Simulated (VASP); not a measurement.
**PdPt2: relaxation of cell and atoms with PBE**

PdPt2:

```
CELL_PARAMETERS angstrom
4.65668 0.00000 0.00000
-2.32834 4.03280 0.00000
0.00000 0.00000 2.67756
ATOMIC_POSITIONS crystal
Pd 0.00000 0.00000 0.00000
Pt 0.33333 0.66667 0.00000
Pt 0.66667 0.33333 0.00000
```

The cell was built from a structure type or drawn by symmetry, and may not be a known phase.

| Item | Value |
| --- | --- |
| Program | VASP 6.6.1 |
| Task | relaxation of cell and atoms |
| Functional | PBE |
| Potentials or basis | VASP PAW PBE potentials, release 64 (Pd, Pt) |
| Cutoff | 500 eV |
| k mesh | 12 × 12 × 18 |
| Occupations | gaussian, width 0.1 eV |
| Spin | no spin polarisation |
| Dipole correction | no |
| Further INCAR settings | ALGO = Normal; EDIFF = 1e-07; IBRION = 2; EDIFFG = -0.01; NSW = 100; ISIF = 3 |

```
Relaxed volume                        : 16.69 Å³/atom
Relaxed cell                          : a = 4.656 Å, b = 4.656 Å, c = 2.668 Å, α = 90.00°, β = 90.00°, γ = 120.00°
Space group after relaxing (to 0.1 Å) : P6/mmm (No. 191)
Energy gained by relaxing             : 0.3 meV/atom
Ionic steps                           : 5
Pressure after relaxing               : 0.0 GPa
Band gap on the k mesh                : zero (bands 15 and 16 overlap by 2.32 eV)
```

The path:
```
step  energy change (eV)  largest force (eV/Å)  pressure (GPa)  volume (Å³)
   1              0.0000                0.0000           -0.66        50.28
   2              0.0003                0.0000            1.10        49.78
   3             -0.0008                0.0000            0.14        50.05
   4             -0.0008                0.0000           -0.15        50.11
   5             -0.0008                0.0000            0.01        50.08
```

Final structure:
```xyz
3
Lattice="4.6556 0.0000 0.0000 -2.3278 4.0319 0.0000 0.0000 0.0000 2.6679" Properties=species:S:1:pos:R:3 pbc="T T T"
Pd    0.0000    0.0000    0.0000
Pt    0.0000    2.6879    0.0000
Pt    2.3278    1.3440    0.0000
```

Levels at points of the mesh, in eV from the Fermi level:
```tsv
k point	band 12	band 13	band 14	band 15	band 16	band 17	band 18	band 19
(0.00, 0.00, 0.00)	-1.49	-1.36	-1.36	0.22	0.22	5.16	6.14	6.29
(0.50, 0.00, 0.00)	-0.76	-0.44	-0.42	-0.27	-0.05	0.53	0.61	6.07
(0.00, 0.00, 0.50)	-1.34	-1.34	-0.70	0.48	1.23	4.04	8.37	8.80
(0.50, 0.00, 0.50)	-0.47	-0.02	0.75	1.22	3.92	4.49	4.49	4.51
```

Wall time 14 min on 1 thread of AMD EPYC 7R13, on a shared host, peak memory 0.29 GiB.

Caveat: spin-orbit coupling is left out, which moves the levels of the heavy elements.
